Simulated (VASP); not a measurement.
## CdTe: single point with PBE

The system is CdTe.

```xyz
2
Lattice="0.0000 3.3138 3.3138 3.3138 0.0000 3.3138 3.3138 3.3138 0.0000" Properties=species:S:1:pos:R:3 pbc="T T T"
Cd    0.0000    0.0000    0.0000
Te    1.6569    1.6569    1.6569
```

This cell differs from its parent crystal: volume scaled by 1.000 of the coarse rest volume.

```json
{
 "Program": "VASP 6.6.1",
 "Task": "single point",
 "Functional": "PBE",
 "Potentials or basis": "VASP PAW PBE potentials, release 64 (Cd, Te)",
 "Cutoff": "520 eV",
 "k mesh": "8 × 8 × 8",
 "Occupations": "gaussian, width 0.02 eV",
 "Spin": "no spin polarisation"
}
```

```yaml
Pressure: 0.0 GPa
Band_gap_on_the_k_mesh: 0.57 eV, direct
```

Levels at points of the mesh, in eV from the valence-band top:
```
           k point  band 7  band 8  band 9  band 10  band 11  band 12
(0.00, 0.00, 0.00)    0.00    0.00    0.00     0.57     4.64     4.64
(0.50, 0.00, 0.00)   -4.06   -0.68   -0.68     1.75     5.21     5.21
(0.50, 0.50, 0.00)   -3.99   -1.65   -1.65     2.67     2.75     8.49
```

Wall time 16 s on 1 thread of Intel(R) Xeon(R) Platinum 8559C (Emerald Rapids) (shared host), peak memory 0.21 GiB.

Caveat: spin-orbit coupling is left out, which moves the levels of the heavy elements.
